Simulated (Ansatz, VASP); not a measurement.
**ScB2P3 in VASP and in Ansatz**

```
CELL_PARAMETERS angstrom
3.36639 0.00000 0.00000
0.00000 3.36639 0.00000
0.00000 0.00000 7.44259
ATOMIC_POSITIONS crystal
Sc 0.00000 0.00000 0.50000
B 0.50000 0.50000 0.50000
B 0.50000 0.50000 0.00000
P 0.00000 0.00000 0.00000
P 0.50000 0.50000 0.25971
P 0.50000 0.50000 0.74029
```

Alike in both runs: functional PBE; k mesh 4 × 4 × 3; occupations gaussian, width 0.2 eV; no spin polarisation.

Ansatz relaxed the structure, and its values are those at the end. VASP's run is a single point on that final structure, the one shown.

|  | VASP | Ansatz |
| --- | --- | --- |
| version | VASP 6.6.1 | Ansatz 0.2.0 |
| potentials or method | VASP PAW PBE potentials, release 64 (Sc_sv, B, P), cutoff 500 eV | scalar-relativistic, plane waves, PAW |
| valence electrons in the cell | 32 | 32 |

```tsv
	VASP	Ansatz	Ansatz less VASP
gap on the k mesh at the Fermi level (eV)	none	none	-
pressure (GPa)	0.0	0.0	+0.02
rms of the force components (eV/Å)	0.009	0.002	-0.0071
```

A gap of «none» marks a metal or a gap that the smearing closes. The functional is the same, so the differences come from potentials, cutoffs and numerics.

The k mesh is coarse, so the values compare programs but aren't converged.
